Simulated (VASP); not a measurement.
Wanted: the native input for a VASP 6.6.1 run.

```yaml
Task: relaxation of the atoms
Functional: PBE
Dispersion: D3(BJ)
Potentials_or_basis: VASP PAW PBE potentials, release 64 (O, Hf_pv)
Cutoff: 520 eV
k_mesh: 3 × 3 × 1
Occupations: gaussian, width 0.05 eV
Spin: no spin polarisation
Dipole_correction: yes
Atoms_held_fixed_from_0: "[0, 1, 2, 3, 4, 5, 6, 7, 8, 9, 10, 11, 24, 25, 26, 27]"
Further_INCAR_settings: LREAL = Auto; ALGO = Normal; EDIFF = 1e-06; IBRION = 2; EDIFFG = -0.03; NSW = 90
```

The structure of HfO2 lies in POSCAR:

```
HfO2
1.0
    7.1741418864      0.0000000000      0.0000000000
   -3.5870709432      6.2129891240      0.0000000000
    0.0000000000      0.0000000000     23.3220779017
O Hf
24 12
Selective dynamics
Direct
    0.5000000000      0.5000000000      0.3430226086  F F F
    0.5000000000      0.0000000000      0.3430226086  F F F
    0.0000000000      0.5000000000      0.3430226086  F F F
    0.0000000000      0.0000000000      0.3430226086  F F F
    0.6666666667      0.3333333333      0.4058135652  F F F
    0.6666666667      0.8333333333      0.4058135652  F F F
    0.1666666667      0.3333333333      0.4058135652  F F F
    0.1666666667      0.8333333333      0.4058135652  F F F
    0.8333333333      0.6666666667      0.4686045217  F F F
    0.8333333333      0.1666666667      0.4686045217  F F F
    0.3333333333      0.6666666667      0.4686045217  F F F
    0.3333333333      0.1666666667      0.4686045217  F F F
    0.0000000000      0.5000000000      0.5313954783  T T T
    0.0000000000      0.0000000000      0.5313954783  T T T
    0.5000000000      0.5000000000      0.5313954783  T T T
    0.5000000000      0.0000000000      0.5313954783  T T T
    0.1666666667      0.8333333333      0.5941864348  T T T
    0.1666666667      0.3333333333      0.5941864348  T T T
    0.6666666667      0.8333333333      0.5941864348  T T T
    0.6666666667      0.3333333333      0.5941864348  T T T
    0.3333333333      0.6666666667      0.6569773914  T T T
    0.3333333333      0.1666666667      0.6569773914  T T T
    0.8333333333      0.6666666667      0.6569773914  T T T
    0.8333333333      0.1666666667      0.6569773914  T T T
    0.3333333333      0.1666666667      0.3744180869  F F F
    0.3333333333      0.6666666667      0.3744180869  F F F
    0.8333333333      0.1666666667      0.3744180869  F F F
    0.8333333333      0.6666666667      0.3744180869  F F F
    0.6666666667      0.3333333333      0.5000000000  T T T
    0.6666666667      0.8333333333      0.5000000000  T T T
    0.1666666667      0.3333333333      0.5000000000  T T T
    0.1666666667      0.8333333333      0.5000000000  T T T
    0.0000000000      0.5000000000      0.6255819131  T T T
    0.0000000000      0.0000000000      0.6255819131  T T T
    0.5000000000      0.5000000000      0.6255819131  T T T
    0.5000000000      0.0000000000      0.6255819131  T T T
```

One way to write it, as run:

INCAR

```
SYSTEM = HfO2
PREC     = Accurate       ! precision mode
ENCUT    = 520            ! plane-wave cutoff, eV
EDIFF    = 1E-6           ! SCF threshold, eV
ISMEAR   = 0              ! smearing method
SIGMA    = 0.05           ! smearing width, eV
LREAL    = Auto         
LASPH    = .TRUE.         ! aspherical terms in the spheres
NELM     = 100            ! most SCF steps
ALGO     = Normal         ! electronic algorithm
ISIF     = 2              ! what is computed and relaxed
LWAVE    = .FALSE.        ! write WAVECAR
LCHARG   = .FALSE.        ! write CHGCAR
LDIPOL   = .TRUE.       
IDIPOL   = 3            
DIPOL    = 0.5 0.5 0.500
GGA      = PE             ! functional
IVDW     = 12             ! dispersion correction
IBRION   = 2              ! ionic algorithm
NSW      = 90             ! ionic steps
EDIFFG   = -0.03          ! ionic threshold
LUSENCCL = .FALSE.
```

KPOINTS

```
regular mesh
0
G
  3 3 1
  0 0 0
```

Potentials or basis: VASP PAW PBE potentials, release 64 (O, Hf_pv).

The run is started by

```bash
$ cat potpaw_PBE.64/O/POTCAR potpaw_PBE.64/Hf_pv/POTCAR > POTCAR
$ mpirun -np 1 vasp_std > vasp.out
```

Results of the run:

The energy gained by relaxing is 5.2 meV/atom and the ionic steps are 15. The band gap on the k mesh is 4.18 eV. The dispersion energy per atom is -0.178 eV.

Caveat: spin-orbit coupling is left out, which moves the levels of the heavy elements.

Run time: 23 min on 1 × NVIDIA H100 80GB with 1 thread of AMD EPYC 7R13 Processor (Zen 3) (shared host), peak memory 1.9 GiB.
